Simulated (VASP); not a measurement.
# AlN (P6_3/mmc) in VASP: settings compared, part 2 of 2

VASP 6.6.1. The steps go on from the part before.

## (3) Single point, PBE-based screened hybrid

This run uses another cell than the first one, of 9.95 Å³/atom, 0.962 times its volume.

POSCAR reads:

```
AlN
1.0
    3.3121157418      0.0000000000      0.0000000000
   -1.6560578709      2.8683763727      0.0000000000
    0.0000000000      0.0000000000      4.1875630000
Al N
2 2
Direct
    0.6666666667      0.3333333333      0.2500000000
    0.3333333333      0.6666666667      0.7500000000
    0.6666666667      0.3333333333      0.7500000000
    0.3333333333      0.6666666667      0.2500000000
```

INCAR.step1 reads:

```
SYSTEM = AlN
PREC = Accurate ; ENCUT = 520
EDIFF = 1E-5 ; ISMEAR = -1
SIGMA = 0.05 ; LREAL = .FALSE.
LASPH = .TRUE. ; NELM = 60
ALGO = Normal ; ISIF = 2
LWAVE = .TRUE. ; LCHARG = .FALSE.
GGA = PE ; NBANDS = 16
```

INCAR.step2 reads:

```
SYSTEM = AlN
PREC = Accurate ; ENCUT = 520
EDIFF = 1E-7 ; ISMEAR = -1
SIGMA = 0.05 ; LREAL = .FALSE.
LASPH = .TRUE. ; NELM = 60
ALGO = Normal ; ISIF = 2
LWAVE = .FALSE. ; LCHARG = .FALSE.
GGA = PE ; LHFCALC = .TRUE.
AEXX = 0.2 ; HFSCREEN = 0.2
PRECFOCK = Normal ; ISTART = 1
NBANDS = 16
```

KPOINTS reads:

```
Automatic mesh
0
G
  5 5 4
  0 0 0
```

Potentials or basis: VASP PAW PBE potentials, release 64 (Al, N).

On the command line:

```sh
> cat potpaw_PBE.64/Al/POTCAR potpaw_PBE.64/N/POTCAR > POTCAR
> cp INCAR.step1 INCAR
> mpirun -np 1 vasp_std > vasp.out
> cp INCAR.step2 INCAR
> mpirun -np 1 vasp_std > vasp.out
```

OUTCAR:

```text
SYSTEM = AlN
   PREC = Accurate
   ENCUT = 520
   EDIFF = 1E-7
   ISMEAR = -1
   LREAL = .FALSE.
   LASPH = .TRUE.
   NELM = 60
   ISIF = 2
   GGA = PE
   LHFCALC = .TRUE.
   AEXX = 0.2
   HFSCREEN = 0.2
   PRECFOCK = Normal
   ISTART = 1

 ion  position               nearest neighbor table
   1  0.667  0.333  0.250-   4 1.91   4 1.91   4 1.91   3 2.09   3 2.09   2 2.84   2 2.84   2 2.84
                             2 2.84   2 2.84   2 2.84
   2  0.333  0.667  0.750-   3 1.91   3 1.91   3 1.91   4 2.09   4 2.09   1 2.84   1 2.84   1 2.84
                             1 2.84   1 2.84   1 2.84
   3  0.667  0.333  0.750-   2 1.91   2 1.91   2 1.91   1 2.09   1 2.09
   4  0.333  0.667  0.250-   1 1.91   1 1.91   1 1.91   2 2.09   2 2.09

  LATTYP: Found a hexagonal cell.
 ALAT       =     3.3121157418
 C/A-ratio  =     1.2643166261

  Lattice vectors:

 A1 = (   3.3121157418,   0.0000000000,   0.0000000000)
 A2 = (  -1.6560578709,   2.8683763727,   0.0000000000)
 A3 = (   0.0000000000,   0.0000000000,   4.1875630000)

Analysis of symmetry for initial positions (statically):
=====================================================================
 Subroutine PRICEL returns:
 Original cell was already a primitive cell.

 Routine SETGRP: Setting up the symmetry group for a
 hexagonal supercell.

 Subroutine GETGRP returns: Found 24 space group operations
 (whereof 12 operations were pure point group operations)
 out of a pool of 24 trial point group operations.

The static configuration has the point symmetry D_3d.
 The point group associated with its full space group is D_6h.

Analysis of symmetry for dynamics (positions and initial velocities):
=====================================================================
 Subroutine PRICEL returns:
 Original cell was already a primitive cell.

 Routine SETGRP: Setting up the symmetry group for a
 hexagonal supercell.

 Subroutine GETGRP returns: Found 24 space group operations
 (whereof 12 operations were pure point group operations)
 out of a pool of 24 trial point group operations.

The dynamic configuration has the point symmetry D_3d.
 The point group associated with its full space group is D_6h.

 Subroutine INISYM returns: Found 24 space group operations
 (whereof 12 operations are pure point group operations),
 and found     1 'primitive' translations

----------------------------------------------------------------------------------------

                                     Primitive cell

  volume of cell :      39.7835

  direct lattice vectors                    reciprocal lattice vectors
     3.312115742  0.000000000  0.000000000     0.301921816  0.174314642  0.000000000
    -1.656057871  2.868376373  0.000000000     0.000000000  0.348629284  0.000000000
     0.000000000  0.000000000  4.187563000     0.000000000  0.000000000  0.238802377

  length of vectors
     3.312115742  3.312115742  4.187563000     0.348629284  0.348629284  0.238802377

  position of ions in fractional coordinates (direct lattice)
[... 51 lines left out ...]
  0.200000  0.000000  0.500000      6.000000
  0.400000  0.000000  0.500000      6.000000
  0.200000  0.200000  0.500000      6.000000
  0.400000  0.200000  0.500000      6.000000
   k-points           NKPTS =     15   k-points in BZ     NKDIM =    100   number of bands    NBANDS=     16
   number of dos      NEDOS =    301   number of ions     NIONS =      4
   total plane-waves  NPLWV =  25088
   dimension x,y,z NGX =    28 NGY =   28 NGZ =   32
   dimension x,y,z NGXF=    56 NGYF=   56 NGZF=   64
   ions per type =               2   2
   NGX,Y,Z   is equivalent  to a cutoff of  14.05, 14.05, 12.70 a.u.
   NGXF,Y,Z  is equivalent  to a cutoff of  28.11, 28.11, 25.41 a.u.
 SYSTEM =  AlN
   PREC   = accura    normal or accurate (medium, high low for compatibility)
   ISTART =      1    job   : 0-new  1-cont  2-samecut
   ICHARG =      0    charge: 1-file 2-atom 10-const
   ISPIN  =      1    spin polarized calculation?
   LNONCOLLINEAR =      F non collinear calculations
   LSORBIT =      F    spin-orbit coupling
   LASPH  =      T    aspherical Exc in radial PAW
   ENCUT  =  520.0 eV  38.22 Ry    6.18 a.u.   6.16  6.16  7.79*2*pi/ulx,y,z
   NELM   =     60;   NELMIN=  2; NELMDL=  0     # of ELM steps
   EDIFF  = 0.1E-06   stopping-criterion for ELM
   LREAL  =      F    real-space projection
   EDIFFG = 0.1E-05   stopping-criterion for IOM
   NSW    =      0    number of steps for IOM
   IBRION =     -1    ionic relax: 0-MD 1-quasi-New 2-CG
   NFREE  =      0    steps in history (QN), initial steepest desc. (CG)
   ISIF   =      2    stress and relaxation
   ISYM   =      3    0-nonsym 1-usesym 2-fastsym
   POTIM  = 0.5000    time-step for ionic-motion
   TEBEG  =    0.0;   TEEND  =   0.0 temperature during run
   PSTRESS=    0.0 pullay stress
   NELECT =      16.0000    total number of electrons
   NUPDOWN=      -1.0000    fix difference up-down
   EMIN   =  10.00;   EMAX   =-10.00  energy-range for DOS
   EFERMI =   0.00;   METHOD = LEGACY
   ISMEAR =    -1;   SIGMA  =   0.05  broadening in eV -4-tet -1-fermi 0-gaus
   EFERMI_NEDOS =   21; number of points for ismear=-14 and -15
   IALGO  =     38    algorithm
   IMIX   =      1    mixing-type and parameters
     AMIX     =   0.40;   BMIX     =  1.00
     AMIX_MAG =   1.60;   BMIX_MAG =  1.00
  volume/ion in A,a.u.               =       9.95        67.12
  Fermi-wavevector in a.u.,A,eV,Ry     =   1.208409  2.283561 19.867927  1.460251
  Thomas-Fermi vector in A             =   2.344017
   LORBIT       =      0    0 simple, 1 ext, 2 COOP (PROOUT), +10 PAW based schemes
   GGA     = PE    functional components
   LHFCALC =     T    Hartree Fock is set to
   PRECFOCK=normal    Normal, Fast or Accurate (Low or Medium for compatibility)
   ENCUT4O =  -1.0   cutoff for four orbital integrals eV
   NKREDX  =     1    reduce k-point grid by
   NKREDY  =     1    reduce k-point grid by
   NKREDZ  =     1    reduce k-point grid by
   AEXX    =    0.2000 exact exchange contribution
   HFSCREEN=    0.2000 screening length (either q_TF or 0.3 A-1)
   HFSCREENC=   0.2000 screening length for correlation (either q_TF or 0.3 A-1)
   ENCUTFOCK=  -1.0 apply spherical cutoff to Coloumb kernel
   IVDW    =     0    specifies the selected vdW correction
   LEPSILON=     F    determine dielectric tensor
   LRPA    =     F    only Hartree local field effects (RPA)
 non-spin polarized calculation
  energy-cutoff  :      520.00
  volume of cell :       39.78
 maximum number of plane-waves:      1082
 NGX is ok and might be reduce to    28
  NGX = 20; NGY = 20; NGZ = 24

 number of electron      15.9999999 magnetization

 Free energy of the ion-electron system (eV)
  ---------------------------------------------------
  ext. energy  EPLUGINS =         0.00000000
  ---------------------------------------------------
  free energy    TOTEN  =       -33.43476881 eV

  energy without entropy =      -33.43476881  energy(sigma->0) =      -33.43476881

 E-fermi :   8.3042     XC(G=0):  -9.5715

 val. band max:        7.2884428425   @ k =   0.0000   0.0000   0.0000
 cond. band min:      11.5746743009   @ k =   0.0000   0.0000   0.0000
 fundamental gap:      4.2862314584
 Fermi energy:         8.3042472874

 k-point     1 :       0.0000    0.0000    0.0000
  band No.  band energies     occupation
      1     -10.8004      2.00000
      2      -6.9894      2.00000
      3      -0.0570      2.00000
      4       3.8029      2.00000
      5       3.8029      2.00000
      6       5.5890      2.00000
[... 262 lines left out ...]
      3      -0.1826      2.00000
      4      -0.1826      2.00000
      5       2.4241      2.00000
      6       2.4241      2.00000
[... 8 lines left out ...]
     15      21.2215      0.00000
     16      21.2215      0.00000

------------------------ aborting loop because EDIFF is reached ----------------------------------------

  FORCE on cell =-STRESS in cart. coord.  units (eV):
  Direction    XX          YY          ZZ          XY          YZ          ZX
  --------------------------------------------------------------------------------------
  -------------------------------------------------------------------------------------
  Total       -1.1914962     -1.1914962     -1.1079322      0.0000000      0.0000000      0.0000000
  in kB      -47.9844218    -47.9844218    -44.6190978      0.0000000      0.0000000      0.0000000
  external PRESSURE =     -46.8626471 kB  Pullay stress =       0.0000000 kB

 VOLUME and BASIS-vectors are now :
 -----------------------------------------------------------------------------
  energy-cutoff  :      520.00
  volume of cell :       39.78
      direct lattice vectors                 reciprocal lattice vectors
     3.312115742  0.000000000  0.000000000     0.301921816  0.174314642  0.000000000
    -1.656057871  2.868376373  0.000000000     0.000000000  0.348629284  0.000000000
     0.000000000  0.000000000  4.187563000     0.000000000  0.000000000  0.238802377

 POSITION                                       TOTAL-FORCE (eV/Angst)
 -----------------------------------------------------------------------------------
      1.65606      0.95613      1.04689         0.000000      0.000000      0.000000
     -0.00000      1.91225      3.14067        -0.000000     -0.000000     -0.000000
      1.65606      0.95613      3.14067         0.000000      0.000000     -0.000000
     -0.00000      1.91225      1.04689        -0.000000      0.000000     -0.000000
 -----------------------------------------------------------------------------------
    total drift:                                0.000000      0.000000     -0.000000

  FREE ENERGIE OF THE ION-ELECTRON SYSTEM (eV)
  ---------------------------------------------------
  free  energy   TOTEN  =       -33.4347688051 eV

  energy  without entropy=      -33.4347688051  energy(sigma->0) =      -33.43476881
```

Wall time 6.5 min (1 thread of Intel Xeon Platinum 8559C (Emerald Rapids), shared host); peak memory 0.25 GiB.

What came out:

```
Free energy            : -33.4348 eV
Pressure               : -4.7 GPa
Band gap on the k mesh : 4.29 eV, direct
```

Stress tensor (GPa, compression positive):
```
-4.80  0.00  0.00
 0.00 -4.80  0.00
 0.00  0.00 -4.46
```

Levels at points of the mesh, in eV from the valence-band top:
```csv
k point,band 5,band 6,band 7,band 8,band 9,band 10,band 11,band 12
"(0.00, 0.00, 0.00)",-3.49,-1.70,-1.70,0.00,4.29,5.48,9.43,9.43
"(0.00, 0.00, 0.50)",-2.64,-2.64,-2.64,-2.64,6.77,6.77,9.60,9.60
```

Caveat: the k points lie up to 0.44 Å⁻¹ apart; the PAW data sets were made with another functional, which shifts forces and pressure a little.

## (4) Single point, PBE-based screened hybrid

This run uses another cell than the first one, of 9.95 Å³/atom, 0.962 times its volume.

POSCAR is that of step 3.

INCAR.step1 reads:

```
SYSTEM = AlN
PREC = Accurate
ENCUT = 520
EDIFF = 1E-5
ISMEAR = -1
SIGMA = 0.05
LREAL = .False.
LASPH = .True.
NELM = 60
ALGO = Normal
ISIF = 2
LWAVE = .True.
GGA = PE
NBANDS = 16
```

INCAR.step2 reads:

```
SYSTEM = AlN
PREC = Accurate
ENCUT = 520
EDIFF = 1E-7
ISMEAR = -1
SIGMA = 0.05
LREAL = .False.
LASPH = .True.
NELM = 60
ALGO = Normal
ISIF = 2
LWAVE = .False.
LCHARG = .True.
GGA = PE
LHFCALC = .True.
AEXX = 0.3
HFSCREEN = 0.2
PRECFOCK = Normal
LELF = .True.
LVHAR = .True.
ISTART = 1
NBANDS = 16
```

KPOINTS reads:

```
Automatic mesh
0
Gamma
  5 5 4
  0 0 0
```

On the command line:

```sh
> cat potpaw_PBE.64/Al/POTCAR potpaw_PBE.64/N/POTCAR > POTCAR
> cp INCAR.step1 INCAR
> mpirun -np 1 vasp_std > vasp.out
> cp INCAR.step2 INCAR
> mpirun -np 1 vasp_std > vasp.out
```

Run time: 6.9 min. Hardware: 1 thread of Intel Xeon Platinum 8559C (Emerald Rapids), shared host; peak memory 0.25 GiB.

The run converged. Its results:

* Free energy: -35.5494 eV
* Pressure: -7.0 GPa
* Band gap on the k mesh: 4.81 eV, direct

Stress tensor (GPa, compression positive):
```
-7.17  0.00  0.00
 0.00 -7.17  0.00
 0.00  0.00 -6.59
```

Levels at points of the mesh, in eV from the valence-band top:
```tsv
k point	band 4	band 5	band 6	band 7	band 8	band 9	band 10	band 11	band 12	band 13
(0.00, 0.00, 0.00)	-3.59	-3.59	-1.74	-1.74	0.00	4.81	6.03	10.04	10.04	13.26
(0.00, 0.00, 0.50)	-4.07	-2.71	-2.71	-2.71	-2.71	7.33	7.33	10.20	10.20	10.20
```

Caveat: the k points lie up to 0.44 Å⁻¹ apart; the PAW data sets were made with another functional, which shifts forces and pressure a little.

## (5) Single point, PBE-based screened hybrid

This run uses another cell than the first one, of 9.95 Å³/atom, 0.962 times its volume.

POSCAR is that of step 4.

INCAR.step1 reads:

```
SYSTEM = AlN
PREC = Accurate
ENCUT = 520
EDIFF = 1E-5
ISMEAR = -1
SIGMA = 0.05
LREAL = .FALSE.
LASPH = .TRUE.
NELM = 100
ALGO = Normal
ISIF = 2
LWAVE = .TRUE.
LCHARG = .FALSE.
NBANDS = 16
GGA = PE
```

INCAR.step2 reads:

```
SYSTEM = AlN
PREC = Accurate
ENCUT = 520
EDIFF = 1E-7
ISMEAR = -1
SIGMA = 0.05
LREAL = .FALSE.
LASPH = .TRUE.
NELM = 100
ALGO = Normal
ISIF = 2
LWAVE = .FALSE.
LCHARG = .FALSE.
GGA = PE
LHFCALC = .TRUE.
AEXX = 0.4
HFSCREEN = 0.2
PRECFOCK = Normal
NBANDS = 16
ISTART = 1
```

KPOINTS reads:

```
regular mesh
0
G
  5 5 4
  0 0 0
```

On the command line:

```sh
> cat potpaw_PBE.64/Al/POTCAR potpaw_PBE.64/N/POTCAR > POTCAR
> cp INCAR.step1 INCAR
> mpirun -np 1 vasp_std > vasp.out
> cp INCAR.step2 INCAR
> mpirun -np 1 vasp_std > vasp.out
```

It took 7 min on 1 thread of Intel Xeon Platinum 8559C (Emerald Rapids), shared host; peak memory 0.25 GiB.

The run converged. Its results:

```yaml
Free_energy: -37.7047 eV
Pressure: -9.3 GPa
Band_gap_on_the_k_mesh: 5.35 eV, direct
```

Stress tensor (GPa, compression positive):
```
-9.54  0.00  0.00
 0.00 -9.54  0.00
 0.00  0.00 -8.68
```

Levels at points of the mesh, in eV from the valence-band top:
```tsv
k point	band 5	band 6	band 7	band 8	band 9	band 10	band 11	band 12
(0.00, 0.00, 0.00)	-3.69	-1.78	-1.78	0.00	5.35	6.56	10.66	10.66
(0.00, 0.00, 0.50)	-2.79	-2.79	-2.79	-2.79	7.90	7.90	10.81	10.81
```

Caveat: the k points lie up to 0.44 Å⁻¹ apart; the PAW data sets were made with another functional, which shifts forces and pressure a little.

## (6) Overview

| level | cell | k mesh | grid for exact exchange (PRECFOCK) | share of exact exchange | screening parameter | gap on the mesh (eV) | pressure (GPa) |
| --- | --- | --- | --- | --- | --- | --- | --- |
| PBEsol | a = 3.356, b = 3.356, c = 4.243 Å, angles 90.0, 90.0, 120.0°, 4 atoms | 9 × 9 × 7 | - | - | - | 2.90 | -10.9 |
| PBE-based screened hybrid | a = 3.312, b = 3.312, c = 4.188 Å, angles 90.0, 90.0, 120.0°, 4 atoms | 5 × 5 × 4 | Normal | 0.2 | 0.2 1/Å | 4.29 | -4.7 |
| PBE-based screened hybrid | a = 3.312, b = 3.312, c = 4.188 Å, angles 90.0, 90.0, 120.0°, 4 atoms | 5 × 5 × 4 | Normal | 0.3 | 0.2 1/Å | 4.81 | -7.0 |
| PBE-based screened hybrid | a = 3.312, b = 3.312, c = 4.188 Å, angles 90.0, 90.0, 120.0°, 4 atoms | 5 × 5 × 4 | Normal | 0.4 | 0.2 1/Å | 5.35 | -9.3 |

Alike in all rows: task single point; potentials or basis VASP PAW PBE potentials, release 64 (Al, N); no spin polarisation; cutoff (eV) 520; smearing fermi-dirac 0.05 eV.

Caveats: some runs use coarse meshes; the PAW data sets were made with another functional, which shifts forces and pressure a little.

Absolute energies hang on the potentials; compare differences alone.
